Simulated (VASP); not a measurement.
# AlN (P1) in VASP: a series of runs

AlN is run at these levels: PBEsol; tasks: single point.

Everything below comes from runs of VASP 6.6.1. Logs are shortened: lines on timing, memory, paths and dates and some standing lists are left out, and cuts for length are marked.

### Step 1. The cell of the first run

The typed cell holds 4 atoms: a = 3.111 Å, b = 3.124 Å, c = 4.978 Å, α = 90.21°, β = 90.57°, γ = 120.43°.

### Step 2. Single point, PBEsol (equal xy, yz and zx shear strains of -1 %)

Contents of INCAR:

```
SYSTEM = AlN
PREC = Accurate
ENCUT = 520
EDIFF = 1E-7
ISMEAR = -1
SIGMA = 0.03
LREAL = .False.
LASPH = .True.
NELM = 80
ALGO = Normal
ISIF = 2
LWAVE = .False.
LCHARG = .False.
GGA = PS
NBANDS = 16
```

Contents of KPOINTS:

```
Automatic mesh
0
Gamma
  10 10 6
  0 0 0
```

Contents of POSCAR:

```
AlN
1.0
    3.1110021516     -0.0155550108     -0.0155550108
   -1.5689721103      2.7019843999     -0.0056935291
   -0.0248900000     -0.0248900000      4.9780000000
Al N
2 2
Direct
    0.3333333333      0.6666666667      0.0000000000
    0.6666666667      0.3333333333      0.5000000000
    0.3333333333      0.6666666667      0.3850000000
    0.6666666667      0.3333333333      0.8850000000
```

Potentials or basis: VASP PAW PBE potentials, release 64 (Al, N).

Launch:

```bash
$ cat potpaw_PBE.64/Al/POTCAR potpaw_PBE.64/N/POTCAR > POTCAR
$ mpirun -np 1 vasp_std > vasp.out
```

OUTCAR:

```text
SYSTEM = AlN
   PREC = Accurate
   ENCUT = 520
   EDIFF = 1E-7
   ISMEAR = -1
   LREAL = .False.
   LASPH = .True.
   NELM = 80
   ISIF = 2
   GGA = PS

 ion  position               nearest neighbor table
   1  0.333  0.667  0.000-   4 1.87   4 1.89   4 1.89   3 1.92   2 3.04   2 3.05   2 3.07   2 3.08
                             2 3.08   2 3.08
   2  0.667  0.333  0.500-   3 1.88   3 1.89   3 1.89   4 1.92   1 3.04   1 3.05   1 3.07   1 3.08
                             1 3.08   1 3.08
   3  0.333  0.667  0.385-   2 1.88   2 1.89   2 1.89   1 1.92
   4  0.667  0.333  0.885-   1 1.87   1 1.89   1 1.89   2 1.92

  LATTYP: Found a triclinic cell.
 ALAT       =     3.0976137608
 B/A-ratio  =     1.0043472705
 C/A-ratio  =     1.6070836563
 COS(alpha) =     0.0099745013
 COS(beta)  =     0.0136846555
 COS(gamma) =     0.4934979113

  Lattice vectors:

 A1 = (   1.5420300413,   2.6864293891,  -0.0212485399)
 A2 = (   3.1110021516,  -0.0155550108,  -0.0155550108)
 A3 = (   0.0248900000,   0.0248900000,  -4.9780000000)

Analysis of symmetry for initial positions (statically):
=====================================================================
 Subroutine PRICEL returns:
 Original cell was already a primitive cell.

 Routine SETGRP: Setting up the symmetry group for a
 triclinic supercell.

 Subroutine GETGRP returns: Found  1 space group operations
 (whereof  1 operations were pure point group operations)
 out of a pool of  2 trial point group operations.

The static configuration has the point symmetry C_1 .

Analysis of symmetry for dynamics (positions and initial velocities):
=====================================================================
 Subroutine PRICEL returns:
 Original cell was already a primitive cell.

 Routine SETGRP: Setting up the symmetry group for a
 triclinic supercell.

 Subroutine GETGRP returns: Found  1 space group operations
 (whereof  1 operations were pure point group operations)
 out of a pool of  2 trial point group operations.

The dynamic configuration has the point symmetry C_1 .

 Subroutine INISYM returns: Found  1 space group operations
 (whereof  1 operations are pure point group operations),
 and found     1 'primitive' translations

----------------------------------------------------------------------------------------

                                     Primitive cell

  volume of cell :      41.7209

  direct lattice vectors                    reciprocal lattice vectors
     3.111002152 -0.015555011 -0.015555011     0.322388609  0.187208055  0.002547983
    -1.568972110  2.701984400 -0.005693529     0.001865253  0.371185396  0.001865253
    -0.024890000 -0.024890000  4.978000000     0.001009518  0.001009518  0.200893984

  length of vectors
     3.111079926  3.124488054  4.978124448     0.372810627  0.371194769  0.200899057

  position of ions in fractional coordinates (direct lattice)
     0.333333333  0.666666667  0.000000000
     0.666666667  0.333333333  0.500000000
     0.333333333  0.666666667  0.385000000
     0.666666667  0.333333333  0.885000000

  ion indices of the primitive-cell ions
   primitive index   ion index
                 1           1
                 2           2
                 3           3
                 4           4

----------------------------------------------------------------------------------------

 KPOINTS: Automatic mesh

Automatic generation of k-mesh.
 Grid dimensions read from file:
 generate k-points for:   10   10    6

 Generating k-lattice:

  Cartesian coordinates                     Fractional coordinates (reciprocal lattice)
     0.032238861  0.018720805  0.000254798     0.100000000  0.000000000  0.000000000
     0.000186525  0.037118540  0.000186525     0.000000000  0.100000000 -0.000000000
     0.000168253  0.000168253  0.033482331     0.000000000  0.000000000  0.166666667

  Length of vectors
     0.037281063  0.037119477  0.033483176

  Shift w.r.t. Gamma in fractional coordinates (k-lattice)
     0.000000000  0.000000000  0.000000000

 Subroutine IBZKPT returns following result:
 ===========================================

 Found    304 irreducible k-points:

 Following reciprocal coordinates:
            Coordinates               Weight
  0.000000  0.000000  0.000000      1.000000
  0.100000  0.000000 -0.000000      2.000000
  0.200000  0.000000 -0.000000      2.000000
  0.300000 -0.000000  0.000000      2.000000
  0.400000 -0.000000  0.000000      2.000000
  0.500000 -0.000000  0.000000      1.000000
[... 16 lines left out ...]
 -0.400000  0.200000  0.000000      2.000000
 -0.300000  0.200000  0.000000      2.000000
 [... further k-points ...]
   k-points           NKPTS =    304   k-points in BZ     NKDIM =    304   number of bands    NBANDS=     16
   number of dos      NEDOS =    301   number of ions     NIONS =      4
   total plane-waves  NPLWV =  23040
   dimension x,y,z NGX =    24 NGY =   24 NGZ =   40
   dimension x,y,z NGXF=    48 NGYF=   48 NGZF=   80
   ions per type =               2   2
   NGX,Y,Z   is equivalent  to a cutoff of  12.82, 12.77, 13.36 a.u.
   NGXF,Y,Z  is equivalent  to a cutoff of  25.65, 25.54, 26.72 a.u.
 SYSTEM =  AlN
   PREC   = accura    normal or accurate (medium, high low for compatibility)
   ISTART =      0    job   : 0-new  1-cont  2-samecut
   ICHARG =      2    charge: 1-file 2-atom 10-const
   ISPIN  =      1    spin polarized calculation?
   LNONCOLLINEAR =      F non collinear calculations
   LSORBIT =      F    spin-orbit coupling
   LASPH  =      T    aspherical Exc in radial PAW
   ENCUT  =  520.0 eV  38.22 Ry    6.18 a.u.   5.78  5.81  9.26*2*pi/ulx,y,z
   NELM   =     80;   NELMIN=  2; NELMDL= -5     # of ELM steps
   EDIFF  = 0.1E-06   stopping-criterion for ELM
   LREAL  =      F    real-space projection
   EDIFFG = 0.1E-05   stopping-criterion for IOM
   NSW    =      0    number of steps for IOM
   IBRION =     -1    ionic relax: 0-MD 1-quasi-New 2-CG
   NFREE  =      0    steps in history (QN), initial steepest desc. (CG)
   ISIF   =      2    stress and relaxation
   ISYM   =      2    0-nonsym 1-usesym 2-fastsym
   POTIM  = 0.5000    time-step for ionic-motion
   TEBEG  =    0.0;   TEEND  =   0.0 temperature during run
   PSTRESS=    0.0 pullay stress
   NELECT =      16.0000    total number of electrons
   NUPDOWN=      -1.0000    fix difference up-down
   EMIN   =  10.00;   EMAX   =-10.00  energy-range for DOS
   EFERMI =   0.00;   METHOD = LEGACY
   ISMEAR =    -1;   SIGMA  =   0.03  broadening in eV -4-tet -1-fermi 0-gaus
   EFERMI_NEDOS =   21; number of points for ismear=-14 and -15
   IALGO  =     38    algorithm
   IMIX   =      4    mixing-type and parameters
     AMIX     =   0.40;   BMIX     =  1.00
     AMIX_MAG =   1.60;   BMIX_MAG =  1.00
  volume/ion in A,a.u.               =      10.43        70.39
  Fermi-wavevector in a.u.,A,eV,Ry     =   1.189407  2.247653 19.247999  1.414688
  Thomas-Fermi vector in A             =   2.325515
   LORBIT       =      0    0 simple, 1 ext, 2 COOP (PROOUT), +10 PAW based schemes
   GGA     = PS    functional components
   LHFCALC =     F    Hartree Fock is set to
   AEXX    =    0.0000 exact exchange contribution
   IVDW    =     0    specifies the selected vdW correction
   LEPSILON=     F    determine dielectric tensor
   LRPA    =     F    only Hartree local field effects (RPA)
 non-spin polarized calculation
  energy-cutoff  :      520.00
  volume of cell :       41.72
 maximum number of plane-waves:      1137
   NGX = 11   NGY = 11   NGZ = 19

 number of electron      15.9999998 magnetization

 Free energy of the ion-electron system (eV)
  ---------------------------------------------------
  ext. energy  EPLUGINS =         0.00000000
  ---------------------------------------------------
  free energy    TOTEN  =       -31.30381256 eV

  energy without entropy =      -31.30381256  energy(sigma->0) =      -31.30381256

 E-fermi :   6.7079     XC(G=0): -11.1124

 val. band max:        6.1340991941   @ k =   0.0000   0.0000   0.0000
 cond. band min:      10.2161711532   @ k =   0.0000   0.0000   0.0000
 fundamental gap:      4.0820719591
 Fermi energy:         6.7079006124

 k-point     1 :       0.0000    0.0000    0.0000
  band No.  band energies     occupation
      1      -9.1005      2.00000
      2      -6.9124      2.00000
      3       0.0331      2.00000
      4       5.1502      2.00000
      5       5.2059      2.00000
      6       5.8089      2.00000
[... 8 lines left out ...]
     15      19.0872      0.00000
     16      19.1998      0.00000

 k-point     2 :       0.1000    0.0000   -0.0000
  band No.  band energies     occupation
      1      -8.9703      2.00000
      2      -6.8384      2.00000
      3       0.1872      2.00000
      4       4.6247      2.00000
      5       4.9838      2.00000
      6       5.2775      2.00000
[... 8 lines left out ...]
     15      19.0851      0.00000
     16      19.1251      0.00000

 k-point     3 :       0.2000    0.0000   -0.0000
  band No.  band energies     occupation
      1      -8.5961      2.00000
      2      -6.6451      2.00000
      3       0.6383      2.00000
      4       3.3139      2.00000
      5       4.1597      2.00000
      6       4.6167      2.00000
[... 8 lines left out ...]
     15      18.2269      0.00000
     16      18.6063      0.00000

 k-point     4 :       0.3000   -0.0000    0.0000
  band No.  band energies     occupation
      1      -8.0350      2.00000
      2      -6.4260      2.00000
      3       1.3438      2.00000
      4       1.9442      2.00000
      5       3.0399      2.00000
      6       4.2434      2.00000
[... 8 lines left out ...]
     15      18.0623      0.00000
     16      19.8796      0.00000
[... 324 lines left out ...]
 k-point    22 :       0.5000    0.2000    0.0000
  band No.  band energies     occupation
      1      -7.1826      2.00000
      2      -6.3096      2.00000
      3       1.2539      2.00000
      4       2.0366      2.00000
      5       2.5509      2.00000
      6       3.1656      2.00000
[... 8 lines left out ...]
     15      18.2893      0.00000
     16      20.6118      0.00000

 k-point    23 :      -0.4000    0.2000    0.0000
  band No.  band energies     occupation
      1      -7.7465      2.00000
      2      -6.3486      2.00000
      3       1.7253      2.00000
      4       2.0280      2.00000
      5       2.2318      2.00000
      6       3.9050      2.00000
[... 8 lines left out ...]
     15      18.4160      0.00000
     16      20.5070      0.00000

 k-point    24 :      -0.3000    0.2000    0.0000
  band No.  band energies     occupation
      1      -8.2612      2.00000
      2      -6.5045      2.00000
      3       1.0561      2.00000
      4       2.5658      2.00000
      5       3.2149      2.00000
      6       4.4736      2.00000
[... 8 lines left out ...]
     15      18.5500      0.00000
     16      19.6435      0.00000

 [... further k-points ...]
[... 5 lines left out ...]
  --------------------------------------------------------------------------------------
  -------------------------------------------------------------------------------------
  Total        0.3235223      0.3237302     -0.1960909      0.4675293      0.3321515      0.3323009
  in kB       12.4239961     12.4319817     -7.5303406     17.9541970     12.7553789     12.7611152
  external PRESSURE =       5.7752124 kB  Pullay stress =       0.0000000 kB

 VOLUME and BASIS-vectors are now :
 -----------------------------------------------------------------------------
  energy-cutoff  :      520.00
  volume of cell :       41.72
      direct lattice vectors                 reciprocal lattice vectors
     3.111002152 -0.015555011 -0.015555011     0.322388609  0.187208055  0.002547983
    -1.568972110  2.701984400 -0.005693529     0.001865253  0.371185396  0.001865253
    -0.024890000 -0.024890000  4.978000000     0.001009518  0.001009518  0.200893984

 POSITION                                       TOTAL-FORCE (eV/Angst)
 -----------------------------------------------------------------------------------
     -0.00898      1.79614     -0.00898         0.156560      0.059139      0.182081
      1.53857      0.87785      2.47673        -0.042032      0.055156      0.178600
     -0.01856      1.78656      1.90755         0.058454     -0.055248     -0.178172
      1.52898      0.86826      4.39326        -0.172982     -0.059047     -0.182509
 -----------------------------------------------------------------------------------
    total drift:                               -0.000160     -0.000337      0.000221

  FREE ENERGIE OF THE ION-ELECTRON SYSTEM (eV)
  ---------------------------------------------------
  free  energy   TOTEN  =       -31.3038125581 eV

  energy  without entropy=      -31.3038125581  energy(sigma->0) =      -31.30381256
```

It took 55 s on 1 thread of Intel Xeon 6975P-C (Granite Rapids), shared host; peak memory 0.28 GiB.

What came out:

```
Free energy            : -31.3038 eV
Pressure               : 0.6 GPa
Largest force          : 0.258 eV/Å
Band gap on the k mesh : 4.08 eV
```

Forces on the atoms (eV/Å):
```
Al   0.157  0.059  0.182
Al  -0.042  0.055  0.179
N    0.058 -0.055 -0.178
N   -0.173 -0.059 -0.183
```

Caveat: the cell differs from its parent crystal (equal xy, yz and zx shear strains of -1 %); the PAW data sets were made with another functional, which shifts forces and pressure a little.

### Step 3. Single point, PBEsol (equal xy, yz and zx shear strains of +1 %)

Contents of INCAR:

```
SYSTEM = AlN
PREC = Accurate
ENCUT = 520
EDIFF = 1E-6
ISMEAR = -1
SIGMA = 0.03
LREAL = .FALSE.
LASPH = .TRUE.
NELM = 60
ALGO = Normal
ISIF = 2
LWAVE = .FALSE.
LCHARG = .FALSE.
GGA = PS
NBANDS = 16
```

Contents of KPOINTS:

```
regular mesh
0
G
  10 10 6
  0 0 0
```

Contents of POSCAR:

```
AlN
1.0
    3.1110021516      0.0155550108      0.0155550108
   -1.5420300413      2.6864293891      0.0056935291
    0.0248900000      0.0248900000      4.9780000000
Al N
2 2
Direct
    0.3333333333      0.6666666667      0.0000000000
    0.6666666667      0.3333333333      0.5000000000
    0.3333333333      0.6666666667      0.3850000000
    0.6666666667      0.3333333333      0.8850000000
```

Potentials or basis: VASP PAW PBE potentials, release 64 (Al, N).

Launch:

```bash
$ cat potpaw_PBE.64/Al/POTCAR potpaw_PBE.64/N/POTCAR > POTCAR
$ mpirun -np 1 vasp_std > vasp.out
```

It took 48 s on 1 thread of Intel Xeon 6975P-C (Granite Rapids), shared host; peak memory 0.28 GiB.

It converged, with:

```yaml
Free_energy: -31.3038 eV
Pressure: 0.5 GPa
Largest_force: 0.249 eV/Å
Band_gap_on_the_k_mesh: 4.08 eV
```

Forces on the atoms (eV/Å):
```
Al  -0.147 -0.051  0.182
Al   0.041 -0.054  0.179
N   -0.056  0.054 -0.178
N    0.162  0.051 -0.182
```

Stress tensor (GPa, compression positive):
```
 1.20 -1.80 -1.28
-1.80  1.20 -1.28
-1.28 -1.28 -0.80
```

Levels at points of the mesh, in eV from the valence-band top:
```tsv
k point	band 6	band 7	band 8	band 9	band 10	band 11
(0.00, 0.00, 0.00)	-0.33	-0.27	0.00	4.08	6.52	10.49
(0.50, 0.00, 0.00)	-2.13	-1.83	-0.73	5.65	5.72	8.08
(0.00, 0.50, 0.00)	-2.19	-1.83	-0.77	5.63	5.66	8.02
(0.50, 0.50, 0.00)	-2.25	-1.84	-0.82	5.55	5.65	7.97
(0.00, 0.00, 0.50)	-0.66	-0.62	-0.59	6.35	6.35	10.17
(0.50, 0.00, 0.50)	-1.49	-1.49	-1.36	5.12	5.21	8.99
(0.00, 0.50, 0.50)	-1.55	-1.46	-1.36	5.11	5.17	8.98
(0.50, 0.50, 0.50)	-1.61	-1.42	-1.38	5.10	5.12	9.00
```

Caveat: the cell differs from its parent crystal (equal xy, yz and zx shear strains of +1 %); the PAW data sets were made with another functional, which shifts forces and pressure a little.
